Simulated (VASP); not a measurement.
Mg2SiN2:

```
Mg Si N
1.0
    -1.68561    1.68561    5.60433
     1.68561   -1.68561    5.60433
     1.68561    1.68561   -5.60433
Mg Si N
2 1 2
Direct
  0.75000 0.25000 0.50000
  0.25000 0.75000 0.50000
  0.50000 0.50000 0.00000
  0.15000 0.15000 0.00000
  0.85000 0.85000 0.00000
```

The cell was generated, and may not be a known phase.

```yaml
Program: VASP 6.6.1
Task: relaxation of cell and atoms
Functional: PBE
Potentials_or_basis: VASP PAW PBE potentials, release 64 (Mg, Si, N)
Cutoff: 600 eV
k_mesh: 8 × 8 × 8
Occupations: gaussian, width 0.1 eV
Spin: no spin polarisation
```

At the start: pressure 11.5 GPa; volume 12.74 Å³/atom.

Where does the relaxation end?

Over 11 steps the energy falls by 201.3 meV/atom and the volume is 13.56 Å³/atom (+6.5 %); space group I4/mmm (No. 139, to 0.1 Å) before and after.

Step by step:
```tsv
step	energy change (eV)	largest force (eV/Å)	pressure (GPa)	volume (Å³)
1	0.0000	0.5895	11.52	63.69
2	-0.6998	0.7634	-5.04	72.22
3	-0.6999	0.7284	-4.65	71.93
4	-0.9163	0.3678	-2.19	69.30
5	-0.9905	0.1246	0.38	67.06
6	-0.9949	0.0624	1.29	66.37
7	-0.9948	0.0525	1.46	66.25
8	-1.0014	0.1720	-0.16	67.31
9	-1.0014	0.1709	-0.15	67.30
10	-1.0045	0.1035	-0.06	67.50
11	-1.0065	0.0067	0.07	67.80
```

Final structure:
```yaml
crystal:
  lattice:
    - [-1.87836, 1.87836, 4.80431]
    - [1.87836, -1.87836, 4.80431]
    - [1.87836, 1.87836, -4.80431]
  atoms:
    - { symbol: Mg, position: [0.75000, 0.25000, 0.50000] }
    - { symbol: Mg, position: [0.25000, 0.75000, 0.50000] }
    - { symbol: Si, position: [0.50000, 0.50000, 0.00000] }
    - { symbol: N, position: [0.15751, 0.15751, 0.00000] }
    - { symbol: N, position: [0.84249, 0.84249, 0.00000] }
```
